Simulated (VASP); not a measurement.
**ZnRe: single point with revPBE**

ZnRe:

```
CELL_PARAMETERS angstrom
2.75443 0.01147 -0.00274
-1.36728 2.36040 -0.00205
-0.00447 -0.00646 4.50600
ATOMIC_POSITIONS crystal
Zn 0.00775 0.01300 0.05140
Re 0.37585 0.70584 0.52514
```

```
Program                : VASP 6.6.1
Task                   : single point
Functional             : revPBE
Potentials or basis    : VASP PAW PBE potentials, release 64 (Zn, Re)
Cutoff                 : 520 eV
k mesh                 : 8 × 8 × 5
Occupations            : fermi-dirac, width 0.02 eV
Spin                   : no spin polarisation
Dipole correction      : no
Further INCAR settings : ALGO = Normal; EDIFF = 1e-07; NBANDS = 16
```

```json
{
 "Pressure": "3.1 GPa",
 "Largest force": "1.176 eV/Å"
}
```

Forces on the atoms (eV/Å):
```
Zn   0.118  0.105 -1.165
Re  -0.118 -0.105  1.165
```

Stress tensor (GPa, compression positive):
```
 3.10 -0.88 -0.24
-0.88  4.57 -0.17
-0.24 -0.17  1.67
```

Levels at points of the mesh, in eV from the Fermi level:
| k point | band 6 | band 7 | band 8 | band 9 | band 10 | band 11 | band 12 | band 13 | band 14 | band 15 |
| --- | --- | --- | --- | --- | --- | --- | --- | --- | --- | --- |
| (0.00, 0.00, 0.00) | -6.85 | -4.99 | -1.49 | -1.31 | -1.07 | 1.75 | 1.81 | 4.69 | 14.70 | 17.11 |
| (0.50, 0.00, 0.00) | -5.40 | -4.08 | -3.29 | -1.56 | 0.88 | 4.22 | 4.95 | 6.49 | 6.82 | 10.29 |
| (0.00, 0.50, 0.00) | -5.28 | -3.86 | -3.11 | -1.49 | 0.75 | 4.27 | 5.05 | 6.14 | 6.85 | 9.92 |
| (0.50, 0.50, 0.00) | -5.31 | -3.93 | -3.16 | -1.50 | 0.78 | 4.25 | 5.02 | 6.26 | 6.83 | 10.03 |

It took 67 s on 1 thread of Intel(R) Xeon(R) Platinum 8259CL CPU @ 2.50GHz (Skylake/Cascade Lake), with other jobs on the host, peak memory 0.21 GiB.

Caveat: the PAW data sets were made with another functional, which shifts forces and pressure a little; spin-orbit coupling is left out, which moves the levels of the heavy elements.
